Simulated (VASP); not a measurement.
# C in VASP: single point with PBE+D3(BJ)

Aim: the single point of C with PBE+D3(BJ).

All numbers are computed with VASP 6.6.1; they aren't measurements. Logs are shortened: lines on timing, memory, paths and dates and some standing lists are left out, and cuts for length are marked.

## Step 1: The cell of the first run

The cell holds a slab with vacuum, 4 atoms: a = 2.466 Å, b = 2.466 Å, c = 17.500 Å, α = 90.00°, β = 90.00°, γ = 120.00°.

## Step 2: Single point, PBE+D3(BJ)

Input file INCAR:

```
SYSTEM = C
PREC     = Accurate       ! precision mode
ENCUT    = 520            ! plane-wave cutoff, eV
EDIFF    = 1E-7           ! SCF threshold, eV
ISMEAR   = 0              ! smearing method
SIGMA    = 0.1            ! smearing width, eV
LREAL    = .False.        ! projectors in reciprocal space
LASPH    = .True.         ! aspherical terms in the spheres
NELM     = 100            ! most SCF steps
ALGO     = Normal         ! electronic algorithm
ISIF     = 2              ! what is computed and relaxed
LWAVE    = .False.        ! write WAVECAR
LCHARG   = .True.         ! write CHGCAR
LDIPOL   = .True.       
IDIPOL   = 3            
DIPOL    = 0.5 0.5 0.345
GGA      = PE             ! functional
IVDW     = 12             ! dispersion correction
LELF     = .True.         ! ELF
LVHAR    = .True.       
LVACPOTAV= .True.       
NBANDS   = 16             ! bands
```

Input file KPOINTS:

```
regular mesh
0
Gamma
  15 15 1
  0 0 0
```

Input file POSCAR:

```
C
1.0
    2.4656677093      0.0000000000      0.0000000000
   -1.2328338546      2.1353308736      0.0000000000
    0.0000000000      0.0000000000     17.5000661151
C
4
Direct
    0.6666666667      0.3333333333      0.2571437747
    0.3333333333      0.6666666667      0.2571418857
    0.6666666667      0.3333333333      0.4320021459
    1.0000000000      0.0000000000      0.4320002569
```

Potentials or basis: VASP PAW PBE potentials, release 64 (C).

Command:

```bash
$ cat potpaw_PBE.64/C/POTCAR > POTCAR
$ mpirun -np 1 vasp_std > vasp.out
```

OUTCAR:

```text
SYSTEM = C
   PREC = Accurate
   ENCUT = 520
   EDIFF = 1E-7
   ISMEAR = 0
   LREAL = .False.
   LASPH = .True.
   NELM = 100
   ISIF = 2
   GGA = PE
   IVDW = 12
 IVDW          = 12

 ion  position               nearest neighbor table
   1  0.667  0.333  0.257-   2 1.42   2 1.42   2 1.42
   2  0.333  0.667  0.257-   1 1.42   1 1.42   1 1.42
   3  0.667  0.333  0.432-   4 1.42   4 1.42   4 1.42
   4  0.000  0.000  0.432-   3 1.42   3 1.42   3 1.42

  LATTYP: Found a hexagonal cell.
 ALAT       =     2.4656677093
 C/A-ratio  =     7.0974957611

  Lattice vectors:

 A1 = (   2.4656677093,   0.0000000000,   0.0000000000)
 A2 = (  -1.2328338546,   2.1353308736,   0.0000000000)
 A3 = (   0.0000000000,   0.0000000000,  17.5000661151)

Analysis of symmetry for initial positions (statically):
=====================================================================
 Subroutine PRICEL returns:
 Original cell was already a primitive cell.

 Routine SETGRP: Setting up the symmetry group for a
 hexagonal supercell.

 Subroutine GETGRP returns: Found 12 space group operations
 (whereof  6 operations were pure point group operations)
 out of a pool of 24 trial point group operations.

The static configuration has the point symmetry C_3v.
 The point group associated with its full space group is D_3d.

Analysis of symmetry for dynamics (positions and initial velocities):
=====================================================================
 Subroutine PRICEL returns:
 Original cell was already a primitive cell.

 Routine SETGRP: Setting up the symmetry group for a
 hexagonal supercell.

 Subroutine GETGRP returns: Found 12 space group operations
 (whereof  6 operations were pure point group operations)
 out of a pool of 24 trial point group operations.

The dynamic configuration has the point symmetry C_3v.
 The point group associated with its full space group is D_3d.

 Subroutine INISYM returns: Found 12 space group operations
 (whereof  6 operations are pure point group operations),
 and found     1 'primitive' translations

----------------------------------------------------------------------------------------

                                     Primitive cell

  volume of cell :      92.1381

  direct lattice vectors                    reciprocal lattice vectors
     2.465667709  0.000000000  0.000000000     0.405569654  0.234155749  0.000000000
    -1.232833855  2.135330874  0.000000000     0.000000000  0.468311498  0.000000000
     0.000000000  0.000000000 17.500066115     0.000000000  0.000000000  0.057142641

  length of vectors
     2.465667709  2.465667709 17.500066115     0.468311498  0.468311498  0.057142641

  position of ions in fractional coordinates (direct lattice)
     0.666666667  0.333333333  0.257143775
     0.333333333  0.666666667  0.257141886
     0.666666667  0.333333333  0.432002146
     0.000000000  0.000000000  0.432000257

  ion indices of the primitive-cell ions
   primitive index   ion index
                 1           1
                 2           2
                 3           3
                 4           4

----------------------------------------------------------------------------------------

 KPOINTS: regular mesh

Automatic generation of k-mesh.
 Grid dimensions read from file:
 generate k-points for:   15   15    1

 Generating k-lattice:

  Cartesian coordinates                     Fractional coordinates (reciprocal lattice)
     0.027037977  0.015610383  0.000000000     0.066666667  0.000000000  0.000000000
     0.000000000  0.031220767  0.000000000     0.000000000  0.066666667  0.000000000
     0.000000000  0.000000000  0.057142641     0.000000000  0.000000000  1.000000000

  Length of vectors
     0.031220767  0.031220767  0.057142641

  Shift w.r.t. Gamma in fractional coordinates (k-lattice)
     0.000000000  0.000000000  0.000000000

 Subroutine IBZKPT returns following result:
 ===========================================

 Found     27 irreducible k-points:

 Following reciprocal coordinates:
            Coordinates               Weight
  0.000000  0.000000  0.000000      1.000000
  0.066667  0.000000  0.000000      6.000000
  0.133333  0.000000  0.000000      6.000000
  0.200000  0.000000  0.000000      6.000000
  0.266667  0.000000  0.000000      6.000000
  0.333333 -0.000000  0.000000      6.000000
[... 16 lines left out ...]
  0.333333  0.200000  0.000000     12.000000
  0.400000  0.200000  0.000000      6.000000
 [... further k-points ...]
   k-points           NKPTS =     27   k-points in BZ     NKDIM =     27   number of bands    NBANDS=     16
   number of dos      NEDOS =    301   number of ions     NIONS =      4
   total plane-waves  NPLWV =  45360
   dimension x,y,z NGX =    18 NGY =   18 NGZ =  140
   dimension x,y,z NGXF=    36 NGYF=   36 NGZF=  280
   ions per type =               4
   NGX,Y,Z   is equivalent  to a cutoff of  12.14, 12.14, 13.30 a.u.
   NGXF,Y,Z  is equivalent  to a cutoff of  24.27, 24.27, 26.60 a.u.
 SYSTEM =  C
   PREC   = accura    normal or accurate (medium, high low for compatibility)
   ISTART =      0    job   : 0-new  1-cont  2-samecut
   ICHARG =      2    charge: 1-file 2-atom 10-const
   ISPIN  =      1    spin polarized calculation?
   LNONCOLLINEAR =      F non collinear calculations
   LSORBIT =      F    spin-orbit coupling
   LASPH  =      T    aspherical Exc in radial PAW
   ENCUT  =  520.0 eV  38.22 Ry    6.18 a.u.   4.58  4.58 32.54*2*pi/ulx,y,z
   NELM   =    100;   NELMIN=  2; NELMDL= -5     # of ELM steps
   EDIFF  = 0.1E-06   stopping-criterion for ELM
   LREAL  =      F    real-space projection
   EDIFFG = 0.1E-05   stopping-criterion for IOM
   NSW    =      0    number of steps for IOM
   IBRION =     -1    ionic relax: 0-MD 1-quasi-New 2-CG
   NFREE  =      0    steps in history (QN), initial steepest desc. (CG)
   ISIF   =      2    stress and relaxation
   ISYM   =      2    0-nonsym 1-usesym 2-fastsym
   POTIM  = 0.5000    time-step for ionic-motion
   TEBEG  =    0.0;   TEEND  =   0.0 temperature during run
   PSTRESS=    0.0 pullay stress
   NELECT =      16.0000    total number of electrons
   NUPDOWN=      -1.0000    fix difference up-down
   EMIN   =  10.00;   EMAX   =-10.00  energy-range for DOS
   EFERMI =   0.00;   METHOD = LEGACY
   ISMEAR =     0;   SIGMA  =   0.10  broadening in eV -4-tet -1-fermi 0-gaus
   EFERMI_NEDOS =   21; number of points for ismear=-14 and -15
   IALGO  =     38    algorithm
   IMIX   =      4    mixing-type and parameters
     AMIX     =   0.40;   BMIX     =  1.00
     AMIX_MAG =   1.60;   BMIX_MAG =  1.00
  volume/ion in A,a.u.               =      23.03       155.44
  Fermi-wavevector in a.u.,A,eV,Ry     =   0.913345  1.725972 11.349976  0.834200
  Thomas-Fermi vector in A             =   2.037846
   LORBIT       =      0    0 simple, 1 ext, 2 COOP (PROOUT), +10 PAW based schemes
   GGA     = PE    functional components
   LHFCALC =     F    Hartree Fock is set to
   AEXX    =    0.0000 exact exchange contribution
   IVDW    =    12    specifies the selected vdW correction
   LEPSILON=     F    determine dielectric tensor
   LRPA    =     F    only Hartree local field effects (RPA)
 non-spin polarized calculation
 Gauss-broadening in eV      SIGMA  =   0.10
  energy-cutoff  :      520.00
  volume of cell :       92.14
 maximum number of plane-waves:      2521
   NGX =  9   NGY =  9   NGZ = 65

 dipolmoment           0.000000      0.000000      0.000165 electrons x Angstroem

 number of electron      15.9999998 magnetization

 dipolmoment           0.000000      0.000000     -0.000257 electrons x Angstroem

 Free energy of the ion-electron system (eV)
  ---------------------------------------------------
  ext. energy  EPLUGINS =         0.00000000
  ---------------------------------------------------
  free energy    TOTEN  =       -36.81504466 eV

  energy without entropy =      -36.81404214  energy(sigma->0) =      -36.81454340

 E-fermi :  -0.8805     XC(G=0):  -4.3711

 val. band max:       -0.8826720299   @ k =   0.3333   0.3333   0.0000
 cond. band min:      -0.8783005333   @ k =   0.3333   0.3333   0.0000
 fundamental gap:      0.0043714966
 Fermi energy:        -0.8804862818

 k-point     1 :       0.0000    0.0000    0.0000
  band No.  band energies     occupation
      1     -20.5243      2.00000
      2     -20.2271      2.00000
      3      -9.1854      2.00000
      4      -7.6862      2.00000
      5      -3.8949      2.00000
      6      -3.8949      2.00000
[... 8 lines left out ...]
     15       7.4384      0.00000
     16       7.4947      0.00000

 k-point     2 :       0.0667    0.0000    0.0000
  band No.  band energies     occupation
      1     -20.4183      2.00000
      2     -20.1228      2.00000
      3      -9.0578      2.00000
      4      -7.5640      2.00000
      5      -4.3253      2.00000
      6      -4.2905      2.00000
[... 8 lines left out ...]
     15       7.5575      0.00000
     16       7.8892      0.00000

 k-point     3 :       0.1333    0.0000    0.0000
  band No.  band energies     occupation
      1     -20.1010      2.00000
      2     -19.8107      2.00000
      3      -8.6767      2.00000
      4      -7.2002      2.00000
      5      -5.4658      2.00000
      6      -5.4068      2.00000
[... 8 lines left out ...]
     15       7.6207      0.00000
     16       9.0400      0.00000
[... 362 lines left out ...]
 k-point    23 :       0.3333    0.2000    0.0000
  band No.  band energies     occupation
      1     -15.5535      2.00000
      2     -15.3434      2.00000
      3     -12.5694      2.00000
      4     -12.4202      2.00000
      5      -9.6093      2.00000
      6      -9.5034      2.00000
[... 8 lines left out ...]
     15      10.8973      0.00000
     16      11.1542      0.00000

 k-point    24 :       0.4000    0.2000    0.0000
  band No.  band energies     occupation
      1     -14.5830      2.00000
      2     -14.4725      2.00000
      3     -13.5587      2.00000
      4     -13.4904      2.00000
      5      -9.7449      2.00000
      6      -9.6335      2.00000
[... 8 lines left out ...]
     15      11.1839      0.00000
     16      11.3053      0.00000

 [... further k-points ...]

------------------------ aborting loop because EDIFF is reached ----------------------------------------

 Edisp (eV)   -0.50990

 E8    (eV) :    -0.1540

  FORCE on cell =-STRESS in cart. coord.  units (eV):
  Direction    XX          YY          ZZ          XY          YZ          ZX
  --------------------------------------------------------------------------------------
  -------------------------------------------------------------------------------------
  Total       0.07403     0.07403     0.59556     0.00000    -0.00000     0.00000
  in kB       1.28734     1.28734    10.35611     0.00000    -0.00000     0.00000
  external pressure =        4.31 kB  Pullay stress =        0.00 kB

 VOLUME and BASIS-vectors are now :
 -----------------------------------------------------------------------------
  energy-cutoff  :      520.00
  volume of cell :       92.14
      direct lattice vectors                 reciprocal lattice vectors
     2.465667709  0.000000000  0.000000000     0.405569654  0.234155749  0.000000000
    -1.232833855  2.135330874  0.000000000     0.000000000  0.468311498  0.000000000
     0.000000000  0.000000000 17.500066115     0.000000000  0.000000000  0.057142641

 POSITION                                       TOTAL-FORCE (eV/Angst)
 -----------------------------------------------------------------------------------
      1.23283      0.71178      4.50003         0.000000      0.000000     -0.078082
     -0.00000      1.42355      4.50000         0.000000      0.000000     -0.124853
      1.23283      0.71178      7.56007        -0.000000     -0.000000      0.078082
      0.00000      0.00000      7.56003        -0.000000     -0.000000      0.124853
 -----------------------------------------------------------------------------------
    total drift:                               -0.000000     -0.000000     -0.058967

  FREE ENERGIE OF THE ION-ELECTRON SYSTEM (eV)
  ---------------------------------------------------
  free  energy   TOTEN  =       -37.3249434698 eV

  energy  without entropy=      -37.3239409452  energy(sigma->0) =      -37.32444221

 vacuum level on the upper side and lower side of the slab         3.445         3.454
```

Run time: 24 s. Hardware: 1 thread of Intel Xeon 6975P-C (Granite Rapids), shared host; peak memory 0.2 GiB.

Results:

```yaml
Free_energy: -37.3249 eV
Largest_force: 0.125 eV/Å
Dispersion_energy_per_atom: -0.127 eV
```

Forces in eV/Å, atoms in the order of the input:
```
C    0.000  0.000 -0.078
C    0.000  0.000 -0.125
C    0.000  0.000  0.078
C    0.000  0.000  0.125
```
